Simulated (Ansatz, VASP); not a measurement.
# PbS in VASP and in Ansatz

```
CELL_PARAMETERS angstrom
0.00000 2.51868 2.51868
2.51868 0.00000 2.51868
2.51868 2.51868 0.00000
ATOMIC_POSITIONS crystal
Pb 0.00000 0.00000 0.00000
S 0.50000 0.50000 0.50000
```

Change from the starting cell: volume scaled by 0.64, LAPW.

Alike in both runs: task single point; functional LDA; k mesh 12 × 12 × 12; occupations fermi-dirac, width 0.08 eV; no spin polarisation.

|  | VASP | Ansatz |
| --- | --- | --- |
| version | VASP 6.6.1 | Ansatz 0.2.0 |
| potentials or method | VASP PAW LDA potentials, release 64 (Pb_d, S), cutoff 520 eV | all-electron LAPW, scalar-relativistic |

|  | VASP | Ansatz | Ansatz less VASP |
| --- | --- | --- | --- |
| pressure (GPa) | 72.6 | 72.3 | -0.30 |

LDA's correlation is that of Perdew and Zunger in VASP and of Perdew and Wang (1992) in Ansatz. Both programs put the cell under a high pressure, so it lies far from rest at this level. Ansatz ran all-electron here, and VASP with PAW potentials.

Spin-orbit coupling is off throughout. Noted on VASP's run: the cell as given lies far from equilibrium.
